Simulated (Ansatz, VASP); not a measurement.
Two plane-wave programs on LaC

```
La C
1.0
     4.24615    0.00000    0.00000
    -2.12308    3.67728    0.00000
     0.00000    0.00000    5.87624
La C
2 2
Direct
  0.66667 0.33333 0.06260
  0.33333 0.66667 0.56260
  0.66667 0.33333 0.56260
  0.33333 0.66667 0.06260
```

Alike in both runs: task single point; functional LDA; k mesh 10 × 10 × 6; occupations gaussian, width 0.05 eV; no spin polarisation.

```csv
,VASP,Ansatz
version,VASP 6.6.1,Ansatz 0.2.0
potentials or method,"VASP PAW LDA potentials, release 64 (La, C), cutoff 520 eV","scalar-relativistic, plane waves, PAW"
valence electrons in the cell,30,30
```

Ansatz gave:

```
gap on the k mesh at the Fermi level (eV)                     : none
pressure (GPa)                                                : -4.5
traceless stress, the component that is largest in VASP (GPa) : 0.06
```

Which values does VASP return?

gap on the k mesh at the Fermi level (eV): none; pressure (GPa): -4.5; traceless stress, the component that is largest in VASP (GPa): 0.04.

LDA's correlation is that of Perdew and Zunger in VASP and of Perdew and Wang (1992) in Ansatz. A gap of «none» marks a metal or a gap that the smearing closes.

Spin-orbit coupling is off throughout.
